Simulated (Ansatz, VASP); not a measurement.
Two plane-wave programs on P

Contents of INCAR:

```
ALGO     = Normal         # electronic algorithm
DIPOL    = 0.5 0.5 0.370
EDIFF    = 1E-7           # SCF threshold, eV
ENCUT    = 520            # plane-wave cutoff, eV
GGA      = PE             # functional
IDIPOL   = 3            
ISIF     = 2              # what is computed and relaxed
ISMEAR   = 0              # smearing method
IVDW     = 12             # dispersion correction
LASPH    = True           # aspherical terms in the spheres
LCHARG   = False          # write CHGCAR
LDIPOL   = True         
LREAL    = False          # projectors in reciprocal space
LWAVE    = False          # write WAVECAR
NBANDS   = 18             # bands
NELM     = 80             # most SCF steps
PREC     = Accurate       # precision mode
SIGMA    = 0.05           # smearing width, eV
```

Contents of KPOINTS:

```
k-points
0
Gamma
  9 9 1
```

Contents of POSCAR:

```
P
1.0
    3.2540552129      0.0000000000      0.0000000000
   -1.6270276064      2.8180944797      0.0000000000
    0.0000000000      0.0000000000     19.9904919088
P
4
Direct
    0.3333333333      0.6666666667      0.2873989285
    0.6666666667      0.3333333333      0.2251070169
    0.3333333333      1.6666666667      0.5152695569
    0.6666666667      1.3333333333      0.4529776454
```

Input for Ansatz:

```yaml
crystal:
  lattice:
    - [3.2540552129, 0.0, 0.0]
    - [-1.6270276064, 2.8180944797, 0.0]
    - [0.0, 0.0, 19.9904919088]
  atoms:
    - { symbol: P, position: [0.3333333333, 0.6666666667, 0.2873989285] }
    - { symbol: P, position: [0.6666666667, 0.3333333333, 0.2251070169] }
    - { symbol: P, position: [0.3333333333, 1.6666666667, 0.5152695569] }
    - { symbol: P, position: [0.6666666667, 1.3333333333, 0.4529776454] }
basis:
  ecutwfc: 420
kpoints:
  mp_grid: { grid: [9, 9, 1] }
hamiltonian:
  xc: pbe
  dispersion: d3bj
scf:
  occupations: { method: gaussian, width: 0.05 }
output:
  forces: true
  eigenvalues: true
efield:
  axis: 3
  dipole_correction: true
  ramp_width: 0.04
```

Alike in both runs: task single point; functional PBE; dispersion D3(BJ); k mesh 9 × 9 × 1; occupations gaussian, width 0.05 eV; no spin polarisation.

|  | VASP | Ansatz |
| --- | --- | --- |
| version | VASP 6.6.1 | Ansatz 0.2.0 |
| potentials or method | VASP PAW PBE potentials, release 64 (P), cutoff 520 eV | scalar-relativistic, plane waves, PAW |
| valence electrons in the cell | 20 | 20 |

VASP gave:

| Quantity | Value |
| --- | --- |
| gap on the k mesh at the Fermi level (eV) | 1.21 |
| least direct gap on the mesh (eV) | 1.98 |
| rms of the force components (eV/Å) | 0.050 |

Question: What did Ansatz give for the same quantities?

Answer: gap on the k mesh at the Fermi level (eV): 1.19; least direct gap on the mesh (eV): 1.94; rms of the force components (eV/Å): 0.014.

Atom by atom the forces differ by 0.053 eV/Å (rms over components).
